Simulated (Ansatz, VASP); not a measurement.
# RbAl2W3 in VASP and in Ansatz

```
Rb Al W
1.0
    -3.06710    3.15897    3.22030
     3.06710   -3.15897    3.22030
     3.06710    3.15897   -3.22030
Rb Al W
1 2 3
Direct
  0.00000 0.50000 0.50000
  0.27634 0.00000 0.27634
  0.72366 0.00000 0.72366
  0.50000 0.78832 0.28832
  0.50000 0.21168 0.71168
  0.50000 0.50000 0.00000
```

Alike in both runs: task single point; functional PBE; k mesh 4 × 4 × 4; occupations gaussian, width 0.1 eV; no spin polarisation.

|  | VASP | Ansatz |
| --- | --- | --- |
| version | VASP 6.6.1 | Ansatz 0.2.0 |
| potentials or method | VASP PAW PBE potentials, release 64 (Rb_sv, Al, W_sv), cutoff 500 eV | scalar-relativistic, plane waves, PAW |
| valence electrons in the cell | 57 | 57 |

Ansatz gave:

```
gap on the k mesh at the Fermi level (eV) : none
rms of the force components (eV/Å)        : 9.032
```

Problem. Which values does VASP return?

Solution. gap on the k mesh at the Fermi level (eV): none; rms of the force components (eV/Å): 8.931.

Atom by atom the forces differ by 0.172 eV/Å (rms over components). A gap of «none» marks a metal or a gap that the smearing closes.

Neither program's run includes spin-orbit coupling.
